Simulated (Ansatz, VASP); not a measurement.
**Two plane-wave programs on ZrHg**

File INCAR:

```
PREC     = Accurate       # precision mode
ENCUT    = 500            # plane-wave cutoff, eV
EDIFF    = 1E-7           # SCF threshold, eV
ISMEAR   = 0              # smearing method
SIGMA    = 0.1            # smearing width, eV
LREAL    = False          # projectors in reciprocal space
LASPH    = True           # aspherical terms in the spheres
NELM     = 120            # most SCF steps
ALGO     = Normal         # electronic algorithm
ISIF     = 3              # what is computed and relaxed
LWAVE    = False          # write WAVECAR
LCHARG   = False          # write CHGCAR
GGA      = CA             # functional
IBRION   = 2              # ionic algorithm
NSW      = 70             # ionic steps
EDIFFG   = -0.005         # ionic threshold
GGA_COMPAT= False        
NELMIN   = 4
```

File KPOINTS:

```
Automatic mesh
0
Gamma
  14 14 10
```

Contents of POSCAR:

```
ZrHg
1.0
    3.1565298609      0.0000000000      0.0000000000
    0.0000000000      3.1565298609      0.0000000000
    0.0000000000      0.0000000000      4.3093866112
Zr Hg
1 1
Direct
    0.5000000000      0.5000000000      0.5000000000
    0.0000000000      0.0000000000      0.0000000000
```

Input for Ansatz:

```yaml
crystal:
  lattice:
    - [3.1565298609, 0.0, 0.0]
    - [0.0, 3.1565298609, 0.0]
    - [0.0, 0.0, 4.3093866112]
  atoms:
    - { symbol: Zr, position: [0.5, 0.5, 0.5] }
    - { symbol: Hg, position: [0.0, 0.0, 0.0] }
basis:
  ecutwfc: 420
kpoints:
  mp_grid: { grid: [14, 14, 10] }
hamiltonian:
  xc: lda
scf:
  occupations: { method: gaussian, width: 0.1 }
output:
  forces: true
  stress: true
  eigenvalues: true
relax:
  adjacent_minimum: "off"
  f_tol: 0.005
  max_steps: 50
  cell: { stress_tol: 0.05 }
```

Alike in both runs: task relaxation of cell and atoms; functional LDA; k mesh 14 × 14 × 10; occupations gaussian, width 0.1 eV; no spin polarisation.

|  | VASP | Ansatz |
| --- | --- | --- |
| version | VASP 6.6.1 | Ansatz 0.2.0 |
| potentials or method | VASP PAW LDA potentials, release 64 (Zr_sv, Hg_sv_GW), cutoff 500 eV | scalar-relativistic, plane waves, PAW |
| valence electrons in the cell | 32 | 32 |

|  | VASP | Ansatz | Ansatz less VASP |
| --- | --- | --- | --- |
| gap on the k mesh at the Fermi level, each at its own relaxed structure (eV) | none | none | - |
| relaxed volume (Å³/atom) | 19.91 | 19.90 | -0.009 |
| relaxed length of the cell vector where the two differ most in proportion (Å) | 4.229 | 4.221 | -0.0072 |

LDA's correlation is that of Perdew and Zunger in VASP and of Perdew and Wang (1992) in Ansatz. A gap of «none» marks a metal or a gap that the smearing closes.

Spin-orbit coupling is off throughout.
